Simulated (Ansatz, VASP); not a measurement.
One calculation of Sn, two programs

The input POSCAR:

```
Sn
1.0
   -1.7265390000      1.7755470000      2.3383420000
    1.7265390000     -1.7755470000      2.3383420000
    1.7265390000      1.7755470000     -2.3383420000
Sn
1
Direct
    0.0000000000      0.0000000000      0.0000000000
```

Contents of INCAR.step1:

```
SYSTEM = Sn
PREC = Accurate
ENCUT = 400
EDIFF = 1E-5
ISMEAR = -1
SIGMA = 0.05
LREAL = .False.
LASPH = .True.
NELM = 120
ALGO = Normal
ISIF = 2
LWAVE = .True.
LCHARG = .False.
GGA = PE
NBANDS = 13
GGA_COMPAT = .False.
```

INCAR.step2

```
SYSTEM = Sn
PREC = Accurate
ENCUT = 400
EDIFF = 1E-6
ISMEAR = -1
SIGMA = 0.05
LREAL = .False.
LASPH = .True.
NELM = 120
ALGO = Normal
ISIF = 2
LWAVE = .False.
LCHARG = .False.
GGA = B3
LHFCALC = .True.
AEXX = 0.2
AGGAX = 0.72
AGGAC = 0.81
ALDAC = 0.19
PRECFOCK = Normal
ISTART = 1
NBANDS = 13
GGA_COMPAT = .False.
```

File KPOINTS:

```
Automatic mesh
0
Gamma
  6 6 6
  0 0 0
```

input

```
crystal:
  lattice:
    - [-1.726539, 1.775547, 2.338342]
    - [1.726539, -1.775547, 2.338342]
    - [1.726539, 1.775547, -2.338342]
  atoms:
    - { symbol: Sn, position: [0.0, 0.0, 0.0] }
hamiltonian:
  xc: b3lyp
  pseudopotentials: { kind: paw }
kpoints:
  mp_grid: { grid: [6, 6, 6] }
scf:
  occupations: { method: fermi_dirac, width: 0.05 }
output:
  forces: true
  stress: true
  eigenvalues: true
```

Alike in both runs: task single point; functional B3LYP; k mesh 6 × 6 × 6; occupations fermi-dirac, width 0.05 eV; no spin polarisation.

|  | VASP | Ansatz |
| --- | --- | --- |
| version | VASP 6.6.1 | Ansatz 0.2.0 |
| potentials or method | VASP PAW PBE potentials, release 64 (Sn_d) | Ansatz PAW |
| plane-wave cutoff (eV) | 400 | 420 |
| valence electrons in the cell | 14 | 14 |

Ansatz gave:

```
gap on the k mesh at the Fermi level (eV)                     : none
pressure (GPa)                                                : 2.5
traceless stress, the component that is largest in VASP (GPa) : 2.39
```

**Question.** Which values does VASP return?

**Answer.** gap on the k mesh at the Fermi level (eV): none; pressure (GPa): 2.5; traceless stress, the component that is largest in VASP (GPa): 2.42.

VASP's potentials were made for PBE, not for B3LYP. A gap of «none» marks a metal or a gap that the smearing closes.

The k mesh is coarse, so the values compare programs but aren't converged.
